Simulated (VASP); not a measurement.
# KF (I-4m2) in VASP: G0W0 quasiparticle levels with PBE

Aim: the G0W0 quasiparticle levels of KF with PBE.

All numbers are computed with VASP 6.6.1; they aren't measurements. Logs are shortened: lines on timing, memory, paths and dates and some standing lists are left out, and cuts for length are marked.

### Step 1. The cell of the first run

It takes space group I-4m2 (No. 119, tetragonal). The conventional cell has a = 4.151 Å, b = 4.151 Å, c = 5.988 Å, α = 90.00°, β = 90.00°, γ = 90.00°. Within 3.4 Å of K (site symmetry -4m2) lie 4 F at 2.56 Å. Within 3.4 Å of F (site symmetry -4m2) lie 4 K at 2.56 Å.

### Step 2. G0W0 quasiparticle levels, PBE

POSCAR

```
KF
1.0
    0.0000000000      2.9354014086      2.9941094368
    2.9354014086      0.0000000000      2.9941094368
    2.9354014086      2.9354014086      0.0000000000
K F
1 1
Direct
    0.0000000000      0.0000000000      0.0000000000
    0.2500000000      0.2500000000      0.2500000000
```

INCAR.step1

```
SYSTEM = KF
  PREC = Accurate
  ENCUT = 500
  EDIFF = 1E-8
  ISMEAR = 0
  SIGMA = 0.01
  LREAL = .False.
  LASPH = .True.
  NELM = 100
  ALGO = Normal
  LWAVE = .True.
  LCHARG = .False.
  GGA = PE
```

INCAR.step2

```
SYSTEM = KF
  PREC = Accurate
  ENCUT = 500
  EDIFF = 1E-8
  ISMEAR = 0
  SIGMA = 0.01
  LREAL = .False.
  LASPH = .True.
  NELM = 1
  ALGO = Exact
  LWAVE = .True.
  LCHARG = .False.
  GGA = PE
  NBANDS = 223
  LOPTICS = .True.
  ISTART = 1
```

INCAR.step3

```
SYSTEM = KF
  PREC = Accurate
  ENCUT = 500
  EDIFF = 1E-8
  ISMEAR = 0
  SIGMA = 0.01
  LREAL = .False.
  LASPH = .True.
  ALGO = EVGW0
  LWAVE = .False.
  LCHARG = .False.
  GGA = PE
  NELMGW = 1
  NBANDS = 223
  ENCUTGW = 150.0
  NOMEGA = 96
  PRECFOCK = Fast
  ISTART = 1
  NBANDSGW = 16
  OMEGAMAX = 20
```

KPOINTS

```
Automatic mesh
0
Gamma
  4 4 4
  0 0 0
```

Potentials or basis: VASP PAW PBE potentials, release 64 (K_sv_GW, F_GW).

Launch:

```bash
cat potpaw_PBE.64/K_sv_GW/POTCAR potpaw_PBE.64/F_GW/POTCAR > POTCAR
cp INCAR.step1 INCAR
mpirun -np 1 vasp_std > vasp.out
cp INCAR.step2 INCAR
mpirun -np 1 vasp_std > vasp.out
cp INCAR.step3 INCAR
mpirun -np 1 vasp_std > vasp.out
```

OUTCAR:

```text
SYSTEM = KF
   PREC = Accurate
   ENCUT = 500
   EDIFF = 1E-8
   ISMEAR = 0
   LREAL = .False.
   LASPH = .True.
   GGA = PE
   NELMGW = 1
   ENCUTGW = 150.0
   PRECFOCK = Fast
   ISTART = 1

 ion  position               nearest neighbor table
   1  0.000  0.000  0.000-   2 2.56   2 2.56   2 2.56   2 2.56
   2  0.250  0.250  0.250-   1 2.56   1 2.56   1 2.56   1 2.56

  LATTYP: Found a body centered tetragonal cell.
 ALAT       =     4.1512844831
 C/A-ratio  =     1.4424978336

  Lattice vectors:

 A1 = (  -2.9354014086,   0.0000000000,   2.9941094368)
 A2 = (   2.9354014086,   0.0000000000,   2.9941094368)
 A3 = (   0.0000000000,   2.9354014086,  -2.9941094368)

Analysis of symmetry for initial positions (statically):
=====================================================================
 Subroutine PRICEL returns:
 Original cell was already a primitive cell.

 Routine SETGRP: Setting up the symmetry group for a
 body centered tetragonal supercell.

 Subroutine GETGRP returns: Found  8 space group operations
 (whereof  8 operations were pure point group operations)
 out of a pool of 16 trial point group operations.

The static configuration has the point symmetry D_2d.

Analysis of symmetry for dynamics (positions and initial velocities):
=====================================================================
 Subroutine PRICEL returns:
 Original cell was already a primitive cell.

 Routine SETGRP: Setting up the symmetry group for a
 body centered tetragonal supercell.

 Subroutine GETGRP returns: Found  8 space group operations
 (whereof  8 operations were pure point group operations)
 out of a pool of 16 trial point group operations.

The dynamic configuration has the point symmetry D_2d.

 Subroutine INISYM returns: Found  8 space group operations
 (whereof  8 operations are pure point group operations),
 and found     1 'primitive' translations

----------------------------------------------------------------------------------------

                                     Primitive cell

  volume of cell :      51.5980

  direct lattice vectors                    reciprocal lattice vectors
     0.000000000  2.935401409  2.994109437    -0.170334455  0.170334455  0.166994564
     2.935401409  0.000000000  2.994109437     0.170334455 -0.170334455  0.166994564
     2.935401409  2.935401409  0.000000000     0.170334455  0.170334455 -0.166994564

  length of vectors
     4.193002832  4.193002832  4.151284483     0.293112330  0.293112330  0.293112330

  position of ions in fractional coordinates (direct lattice)
     0.000000000  0.000000000  0.000000000
     0.250000000  0.250000000  0.250000000

  ion indices of the primitive-cell ions
   primitive index   ion index
                 1           1
                 2           2

----------------------------------------------------------------------------------------

 KPOINTS: Automatic mesh

Automatic generation of k-mesh.
 Grid dimensions read from file:
 generate k-points for:    4    4    4

 Generating k-lattice:

  Cartesian coordinates                     Fractional coordinates (reciprocal lattice)
    -0.042583614  0.042583614  0.041748641     0.250000000  0.000000000  0.000000000
     0.042583614 -0.042583614  0.041748641     0.000000000  0.250000000  0.000000000
     0.042583614  0.042583614 -0.041748641     0.000000000  0.000000000  0.250000000

  Length of vectors
     0.073278082  0.073278082  0.073278082

  Shift w.r.t. Gamma in fractional coordinates (k-lattice)
     0.000000000  0.000000000  0.000000000

 Subroutine IBZKPT returns following result:
 ===========================================

 Found     13 irreducible k-points:

 Following reciprocal coordinates:
            Coordinates               Weight
  0.000000  0.000000  0.000000      1.000000
  0.250000  0.000000  0.000000      8.000000
  0.500000  0.000000  0.000000      4.000000
  0.250000  0.250000  0.000000      2.000000
  0.500000  0.250000  0.000000      8.000000
 -0.250000  0.250000  0.000000      4.000000
  0.500000  0.500000  0.000000      1.000000
  0.250000  0.000000  0.250000      4.000000
  0.500000  0.000000  0.250000     16.000000
 -0.250000  0.000000  0.250000      8.000000
 -0.250000  0.500000  0.250000      4.000000
  0.500000  0.000000  0.500000      2.000000
 -0.250000  0.250000  0.500000      2.000000
   k-points           NKPTS =     13   k-points in BZ     NKDIM =     64   number of bands    NBANDS=    223
   number of dos      NEDOS =    301   number of ions     NIONS =      2
   total plane-waves  NPLWV =  30720
   dimension x,y,z NGX =    32 NGY =   32 NGZ =   30
   dimension x,y,z NGXF=    64 NGYF=   64 NGZF=   60
   ions per type =               1   1
   NGX,Y,Z   is equivalent  to a cutoff of  12.69, 12.69, 12.01 a.u.
   NGXF,Y,Z  is equivalent  to a cutoff of  25.37, 25.37, 24.03 a.u.
 SYSTEM =  KF
   PREC   = accura    normal or accurate (medium, high low for compatibility)
   ISTART =      1    job   : 0-new  1-cont  2-samecut
   ICHARG =      0    charge: 1-file 2-atom 10-const
   ISPIN  =      1    spin polarized calculation?
   LNONCOLLINEAR =      F non collinear calculations
   LSORBIT =      F    spin-orbit coupling
   LASPH  =      T    aspherical Exc in radial PAW
   ENCUT  =  500.0 eV  36.75 Ry    6.06 a.u.   7.64  7.64  7.57*2*pi/ulx,y,z
   NELM   =     60;   NELMIN=  2; NELMDL=  0     # of ELM steps
   EDIFF  = 0.1E-07   stopping-criterion for ELM
   LREAL  =      F    real-space projection
   EDIFFG = 0.1E-06   stopping-criterion for IOM
   NSW    =      0    number of steps for IOM
   IBRION =     -1    ionic relax: 0-MD 1-quasi-New 2-CG
   NFREE  =      0    steps in history (QN), initial steepest desc. (CG)
   ISIF   =      0    stress and relaxation
   ISYM   =      3    0-nonsym 1-usesym 2-fastsym
   POTIM  = 0.5000    time-step for ionic-motion
   TEBEG  =    0.0;   TEEND  =   0.0 temperature during run
   PSTRESS=    0.0 pullay stress
   NELECT =      16.0000    total number of electrons
   NUPDOWN=      -1.0000    fix difference up-down
   EMIN   =  10.00;   EMAX   =-10.00  energy-range for DOS
   EFERMI =   0.00;   METHOD = LEGACY
   ISMEAR =     0;   SIGMA  =   0.01  broadening in eV -4-tet -1-fermi 0-gaus
   EFERMI_NEDOS =   21; number of points for ismear=-14 and -15
   IALGO  =     38    algorithm
   IMIX   =      4    mixing-type and parameters
     AMIX     =   0.40;   BMIX     =  1.00
     AMIX_MAG =   1.60;   BMIX_MAG =  1.00
  volume/ion in A,a.u.               =      25.80       174.10
  Fermi-wavevector in a.u.,A,eV,Ry     =   1.108079  2.093965 16.705756  1.227838
  Thomas-Fermi vector in A             =   2.244601
   LORBIT       =      0    0 simple, 1 ext, 2 COOP (PROOUT), +10 PAW based schemes
   GGA     = PE    functional components
   LHFCALC =     T    Hartree Fock is set to
   PRECFOCK=fast      Normal, Fast or Accurate (Low or Medium for compatibility)
   ENCUT4O =  -1.0   cutoff for four orbital integrals eV
   NKREDX  =     1    reduce k-point grid by
   NKREDY  =     1    reduce k-point grid by
   NKREDZ  =     1    reduce k-point grid by
   AEXX    =    1.0000 exact exchange contribution
   HFSCREEN=    0.0000 screening length (either q_TF or 0.3 A-1)
   HFSCREENC=   0.0000 screening length for correlation (either q_TF or 0.3 A-1)
   ENCUTFOCK=  -1.0 apply spherical cutoff to Coloumb kernel
   IVDW    =     0    specifies the selected vdW correction
   LEPSILON=     F    determine dielectric tensor
   LRPA    =     F    only Hartree local field effects (RPA)
   LRPAFORCE           =     F    calculate RPA forces
   ENCUTGW             = 150.0    cutoff for response function in eV
   ENCUTGWSOFT         = 120.0    soft cutoff for Coulomb kernel in GW response function in eV
   ENCUTLF             =  -1.0    cutoff for local field effects
   NELMGW              =     1    number of iterations in solving QP/BSE equation
   NELMHF              =     1    number of iterations in the inner HF iteration
   NKREDLFX            =     1    NKREDLFY  =   1   NKREDLFZ  =   1
 non-spin polarized calculation
 Gauss-broadening in eV      SIGMA  =   0.01
  energy-cutoff  :      500.00
  volume of cell :       51.60
 maximum number of plane-waves:      1320
 NGX is ok and might be reduce to    32
  NGX = 18; NGY = 18; NGZ = 18
   NGX = 15   NGY = 15   NGZ = 15
 maximum number of plane-waves:       222
 NGX is ok and might be reduce to    18

 QP shifts <psi_nk| G(iteration)W_0 |psi_nk>: iteration 1
 for sc-GW calculations column KS-energies equals QP-energies in previous step
 and V_xc(KS)=  KS-energies - (<T + V_ion + V_H > + <T+V_H+V_ion>^1  + <V_x>^1)

 k-point   1 :       0.0000    0.0000    0.0000
  band No.  KS-energies  QP-energies   sigma(KS)   V_xc(KS)     V^pw_x(r,r')   Z            occupation Imag(sigma)

      1     -28.1757     -30.4959     -22.1330     -18.4891     -30.7488       0.6367       2.0000       0.4614
      2     -20.4501     -25.0512     -28.5525     -23.0451     -37.0644       0.8354       2.0000       0.6544
      3     -11.5858     -15.4538     -22.4448     -17.9054     -24.7794       0.8521       2.0000       0.0489
      4     -11.5858     -15.4538     -22.4448     -17.9054     -24.7794       0.8521       2.0000       0.0489
      5     -11.5832     -15.4399     -22.4420     -17.9024     -24.7825       0.8496       2.0000       0.0537
      6      -2.1396      -4.7024     -24.2804     -20.9510     -28.6770       0.7697       2.0000       0.0579
[... 8 lines left out ...]
     15      14.6566      15.9501      -4.6374      -6.1020      -1.8477       0.8831       0.0000      -0.1444
     16      14.7842      16.1128      -4.6779      -6.1760      -1.8765       0.8869       0.0000      -0.1674

 k-point   2 :       0.2500    0.0000    0.0000
  band No.  KS-energies  QP-energies   sigma(KS)   V_xc(KS)     V^pw_x(r,r')   Z            occupation Imag(sigma)

      1     -28.1571     -30.4845     -22.1523     -18.5084     -30.7571       0.6387       2.0000       0.4525
      2     -20.4885     -25.0891     -28.5080     -22.9872     -37.0096       0.8333       2.0000       0.6419
      3     -11.6383     -15.5066     -22.3587     -17.8104     -24.7105       0.8505       2.0000       0.0528
      4     -11.6072     -15.4832     -22.4177     -17.8720     -24.7623       0.8527       2.0000       0.0542
      5     -11.6072     -15.4832     -22.4177     -17.8720     -24.7623       0.8527       2.0000       0.0542
      6      -2.2076      -4.7962     -23.8352     -20.4756     -28.1331       0.7705       2.0000       0.0575
[... 8 lines left out ...]
     15      12.4150      14.3685      -5.8589      -8.0913      -3.0325       0.8751       0.0000      -0.0904
     16      15.5869      17.4120      -5.6727      -7.7356      -2.6824       0.8847       0.0000      -0.1451
[... 188 lines left out ...]
      5     -11.6131     -15.4512     -22.3878     -17.8548     -24.7389       0.8467       2.0000       0.0367
      6      -2.3728      -5.0020     -23.4181     -20.0000     -27.6900       0.7692       2.0000       0.0592
[... 8 lines left out ...]
     15      12.1108      14.4098      -7.1388      -9.7889      -4.1248       0.8675       0.0000      -0.0928
     16      12.8461      15.1007      -7.7477     -10.3617      -4.9024       0.8625       0.0000      -0.1085

 k-point  13 :      -0.2500    0.2500    0.5000
  band No.  KS-energies  QP-energies   sigma(KS)   V_xc(KS)     V^pw_x(r,r')   Z            occupation Imag(sigma)

      1     -28.1254     -30.4631     -22.1849     -18.5412     -30.7712       0.6416       2.0000       0.4381
      2     -20.5473     -25.0222     -28.4384     -22.8974     -36.9262       0.8076       2.0000       0.6215
      3     -11.7704     -15.7041     -22.1711     -17.5861     -24.5371       0.8580       2.0000       0.0685
      4     -11.6992     -15.6119     -22.2873     -17.7147     -24.6608       0.8557       2.0000       0.0734
      5     -11.5526     -15.3927     -22.5066     -17.9832     -24.8593       0.8489       2.0000       0.0349
      6      -2.1960      -4.7871     -24.1094     -20.7340     -28.4982       0.7676       2.0000       0.0588
[... 8 lines left out ...]
     15      11.7187      14.2601      -7.5197     -10.4268      -4.5307       0.8742       0.0000      -0.0787
     16      12.8996      16.1639      -9.5485     -13.3970      -6.4933       0.8482       0.0000      -0.0907
```

Wall time 18 min (1 thread of Intel Xeon 8259CL, shared host); peak memory 0.7 GiB.

What came out:

```yaml
Quasiparticle_gap: 8.68 eV
Least_direct_quasiparticle_gap: 8.87 eV
Band_gap_of_the_starting_levels_on_the_mesh: 5.12 eV
Least_direct_gap_of_the_starting_levels_on_the_mesh: 5.31 eV
```

Caveat: the k points lie up to 0.46 Å⁻¹ apart; bands, screening cutoff and mesh are small and nothing is extrapolated, so the quasiparticle values aren't converged; the structure was generated, so it needn't be the stable form of KF.
